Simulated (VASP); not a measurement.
# Cu (P6/mmm) in VASP: further runs, part 2 of 2

VASP 6.6.1.

## (3) Single point, r2SCAN (volume scaled by 1.08)

POSCAR

```
Cu
1.0
    4.1710049859      0.0000000000      0.0000000000
   -2.0855024929      3.6121962771      0.0000000000
    0.0000000000      0.0000000000      2.5035567029
Cu
3
Direct
    1.0000000000      1.0000000000      0.0000000000
    0.3333333333      0.6666666667      0.5000000000
    0.6666666667      0.3333333333      0.5000000000
```

INCAR.step1

```
SYSTEM = Cu
PREC     = Accurate       ! precision mode
ENCUT    = 520            ! plane-wave cutoff, eV
ISMEAR   = -1             ! smearing method
SIGMA    = 0.1            ! smearing width, eV
LREAL    = .False.        ! projectors in reciprocal space
LASPH    = .True.         ! aspherical terms in the spheres
NELM     = 60             ! most SCF steps
NBANDS   = 24             ! bands
GGA      = PE             ! functional
ALGO     = Normal         ! electronic algorithm
EDIFF    = 1E-4           ! SCF threshold, eV
LWAVE    = .True.         ! write WAVECAR
LCHARG   = .False.        ! write CHGCAR
```

INCAR.step2

```
SYSTEM = Cu
PREC     = Accurate       ! precision mode
ENCUT    = 520            ! plane-wave cutoff, eV
EDIFF    = 1E-7           ! SCF threshold, eV
ISMEAR   = -1             ! smearing method
SIGMA    = 0.1            ! smearing width, eV
LREAL    = .False.        ! projectors in reciprocal space
LASPH    = .True.         ! aspherical terms in the spheres
NELM     = 60             ! most SCF steps
ALGO     = Normal         ! electronic algorithm
ISIF     = 2              ! what is computed and relaxed
LWAVE    = .False.        ! write WAVECAR
LCHARG   = .False.        ! write CHGCAR
METAGGA  = R2SCAN         ! meta-GGA
LMIXTAU  = .True.       
NBANDS   = 24             ! bands
ISTART   = 1
```

KPOINTS

```
regular mesh
0
Gamma
  10 10 14
  0 0 0
```

Potentials or basis: VASP PAW PBE potentials, release 64 (Cu).

Command:

```bash
> cat potpaw_PBE.64/Cu/POTCAR > POTCAR
> cp INCAR.step1 INCAR
> mpirun -np 1 vasp_std > vasp.out
> cp INCAR.step2 INCAR
> mpirun -np 1 vasp_std > vasp.out
```

OUTCAR:

```text
SYSTEM = Cu
   PREC = Accurate
   ENCUT = 520
   EDIFF = 1E-7
   ISMEAR = -1
   LREAL = .False.
   LASPH = .True.
   NELM = 60
   ISIF = 2
   METAGGA = R2SCAN
   ISTART = 1

 ion  position               nearest neighbor table
   1  0.000  0.000  0.000-   2 2.71   3 2.71   2 2.71   3 2.71   2 2.71   2 2.71   3 2.71   3 2.71
                             3 2.71   3 2.71   2 2.71   2 2.71
   2  0.333  0.667  0.500-   3 2.41   3 2.41   3 2.41   1 2.71   1 2.71   1 2.71   1 2.71   1 2.71
                             1 2.71
   3  0.667  0.333  0.500-   2 2.41   2 2.41   2 2.41   1 2.71   1 2.71   1 2.71   1 2.71   1 2.71
                             1 2.71

  LATTYP: Found a hexagonal cell.
 ALAT       =     4.1710049859
 C/A-ratio  =     0.6002286527

  Lattice vectors:

 A1 = (   4.1710049859,   0.0000000000,   0.0000000000)
 A2 = (  -2.0855024929,   3.6121962771,   0.0000000000)
 A3 = (   0.0000000000,   0.0000000000,   2.5035567029)

Analysis of symmetry for initial positions (statically):
=====================================================================
 Subroutine PRICEL returns:
 Original cell was already a primitive cell.

 Routine SETGRP: Setting up the symmetry group for a
 hexagonal supercell.

 Subroutine GETGRP returns: Found 24 space group operations
 (whereof 24 operations were pure point group operations)
 out of a pool of 24 trial point group operations.

The static configuration has the point symmetry D_6h.

Analysis of symmetry for dynamics (positions and initial velocities):
=====================================================================
 Subroutine PRICEL returns:
 Original cell was already a primitive cell.

 Routine SETGRP: Setting up the symmetry group for a
 hexagonal supercell.

[... 113 lines left out ...]
   ISYM   =      2    0-nonsym 1-usesym 2-fastsym
   POTIM  = 0.5000    time-step for ionic-motion
   TEBEG  =    0.0;   TEEND  =   0.0 temperature during run
   PSTRESS=    0.0 pullay stress
   NELECT =      33.0000    total number of electrons
   NUPDOWN=      -1.0000    fix difference up-down
   EMIN   =  10.00;   EMAX   =-10.00  energy-range for DOS
   EFERMI =   0.00;   METHOD = LEGACY
   ISMEAR =    -1;   SIGMA  =   0.10  broadening in eV -4-tet -1-fermi 0-gaus
   EFERMI_NEDOS =   21; number of points for ismear=-14 and -15
   IALGO  =     38    algorithm
   IMIX   =      4    mixing-type and parameters
     AMIX     =   0.40;   BMIX     =  1.00
     AMIX_MAG =   1.60;   BMIX_MAG =  1.00
  volume/ion in A,a.u.               =      12.57        84.85
  Fermi-wavevector in a.u.,A,eV,Ry     =   1.565752  2.958842 33.355763  2.451579
  Thomas-Fermi vector in A             =   2.668182
   LORBIT       =      0    0 simple, 1 ext, 2 COOP (PROOUT), +10 PAW based schemes
   METAGGA = R2SCAN    functional components
   LHFCALC =     F    Hartree Fock is set to
   AEXX    =    0.0000 exact exchange contribution
   IVDW    =     0    specifies the selected vdW correction
   LEPSILON=     F    determine dielectric tensor
   LRPA    =     F    only Hartree local field effects (RPA)
 non-spin polarized calculation
  energy-cutoff  :      520.00
  volume of cell :       37.72
 maximum number of plane-waves:      1034
 NGX is ok and might be reduce to    32
   NGX = 15   NGY = 15   NGZ =  9

 number of electron      33.0000007 magnetization

 Free energy of the ion-electron system (eV)
  ---------------------------------------------------
  ext. energy  EPLUGINS =         0.00000000
  ---------------------------------------------------
  free energy    TOTEN  =       -32.16835165 eV

  energy without entropy =      -32.13745024  energy(sigma->0) =      -32.15290095

 E-fermi :   6.6759     XC(G=0): -13.3151

 val. band max:        6.6439739496   @ k =   0.3000   0.2000   0.2857
 cond. band min:       6.7075625471   @ k =   0.2000   0.2000   0.1429
 fundamental gap:      0.0635885975
 Fermi energy:         6.6759386483

 k-point     1 :       0.0000    0.0000    0.0000
  band No.  band energies     occupation
      1      -2.5151      2.00000
      2       2.2706      2.00000
      3       3.1170      2.00000
      4       3.1172      2.00000
      5       3.1772      2.00000
      6       3.1774      2.00000
[... 637 lines left out ...]
     23      23.2282      0.00000
     24      23.5856      0.00000

 [... further k-points ...]
[... 5 lines left out ...]
  --------------------------------------------------------------------------------------
  -------------------------------------------------------------------------------------
  Total       -2.1702279     -2.1702279     -2.2548785     -0.0000000      0.0000000      0.0000000
  in kB      -92.1820652    -92.1820652    -95.7776663     -0.0000000      0.0000000      0.0000000
  external PRESSURE =     -93.3805989 kB  Pullay stress =       0.0000000 kB

 VOLUME and BASIS-vectors are now :
 -----------------------------------------------------------------------------
  energy-cutoff  :      520.00
  volume of cell :       37.72
      direct lattice vectors                 reciprocal lattice vectors
     4.171004986  0.000000000  0.000000000     0.239750373  0.138419942  0.000000000
    -2.085502493  3.612196277  0.000000000     0.000000000  0.276839884  0.000000000
     0.000000000  0.000000000  2.503556703     0.000000000  0.000000000  0.399431736

 POSITION                                       TOTAL-FORCE (eV/Angst)
 -----------------------------------------------------------------------------------
      0.00000      0.00000      0.00000         0.000000      0.000000      0.000000
     -0.00000      2.40813      1.25178         0.000000     -0.000000      0.000000
      2.08550      1.20407      1.25178        -0.000000      0.000000     -0.000000
 -----------------------------------------------------------------------------------
    total drift:                               -0.000000      0.000000     -0.000000

  FREE ENERGIE OF THE ION-ELECTRON SYSTEM (eV)
  ---------------------------------------------------
  free  energy   TOTEN  =       -32.1683516547 eV

  energy  without entropy=      -32.1374502379  energy(sigma->0) =      -32.15290095
```

Run time: 4.4 min. Hardware: 1 thread of Intel Xeon 6975P-C, shared host; peak memory 0.21 GiB.

Results:

```
Free energy : -32.1684 eV
Pressure    : -9.3 GPa
```

Caveat: the PAW data sets were made with another functional, which shifts forces and pressure a little.

## (4) Single point, r2SCAN (volume scaled by 1.12)

POSCAR

```
Cu
1.0
    4.2218759139      0.0000000000      0.0000000000
   -2.1109379570      3.6562517931      0.0000000000
    0.0000000000      0.0000000000      2.5340908915
Cu
3
Direct
    1.0000000000      1.0000000000      0.0000000000
    0.3333333333      0.6666666667      0.5000000000
    0.6666666667      0.3333333333      0.5000000000
```

INCAR.step1

```
SYSTEM = Cu
PREC = Accurate
ENCUT = 520
ISMEAR = -1
SIGMA = 0.1
LREAL = .False.
LASPH = .True.
NELM = 80
NBANDS = 24
GGA = PE
ALGO = Normal
EDIFF = 1E-4
LWAVE = .True.
LCHARG = .False.
```

INCAR.step2

```
SYSTEM = Cu
PREC = Accurate
ENCUT = 520
EDIFF = 1E-7
ISMEAR = -1
SIGMA = 0.1
LREAL = .False.
LASPH = .True.
NELM = 80
ALGO = Normal
ISIF = 2
LWAVE = .False.
LCHARG = .False.
METAGGA = R2SCAN
LMIXTAU = .True.
NBANDS = 24
ISTART = 1
```

KPOINTS

```
Automatic mesh
0
Gamma
  10 10 14
  0 0 0
```

Command:

```bash
> cat potpaw_PBE.64/Cu/POTCAR > POTCAR
> cp INCAR.step1 INCAR
> mpirun -np 1 vasp_std > vasp.out
> cp INCAR.step2 INCAR
> mpirun -np 1 vasp_std > vasp.out
```

Run time: 4 min. Hardware: 1 thread of Intel Xeon 6975P-C, shared host; peak memory 0.22 GiB.

Results (log left out):

- Free energy: -32.0727 eV
- Pressure: -12.7 GPa

Stress tensor (GPa, compression positive):
```
-12.63   0.00   0.00
  0.00 -12.63   0.00
  0.00   0.00 -12.90
```

Levels at points of the mesh, in eV from the Fermi level:
```
           k point  band 13  band 14  band 15  band 16  band 17  band 18  band 19  band 20
(0.00, 0.00, 0.00)    -2.28    -2.28    -1.61    -1.61     4.45     4.45     4.47     4.47
(0.50, 0.00, 0.00)    -1.81    -1.81    -1.77    -1.65    -1.57    -0.47     3.92    13.43
(0.00, 0.00, 0.50)    -1.72    -1.72    -1.33    -0.35     0.23     8.27     8.54     8.54
(0.50, 0.00, 0.50)    -1.83    -1.62    -1.46     0.63     0.85     3.38     3.46     6.72
```

Caveat: the PAW data sets were made with another functional, which shifts forces and pressure a little.

## (5) The runs side by side

```csv
cell,gap on the mesh (eV),pressure (GPa)
"a = 4.119, b = 4.119, c = 2.472 Å, angles 90.0, 90.0, 120.0°, 3 atoms",none,-4.9
"a = 4.171, b = 4.171, c = 2.504 Å, angles 90.0, 90.0, 120.0°, 3 atoms",none,-9.3
"a = 4.222, b = 4.222, c = 2.534 Å, angles 90.0, 90.0, 120.0°, 3 atoms",none,-12.7
```

Alike in all rows: task single point; level r2SCAN; potentials or basis VASP PAW PBE potentials, release 64 (Cu); no spin polarisation; k mesh 10 × 10 × 14; cutoff (eV) 520; smearing fermi-dirac 0.1 eV.

Caveats: the PAW data sets were made with another functional, which shifts forces and pressure a little.

Absolute energies hang on the potentials; compare differences alone.
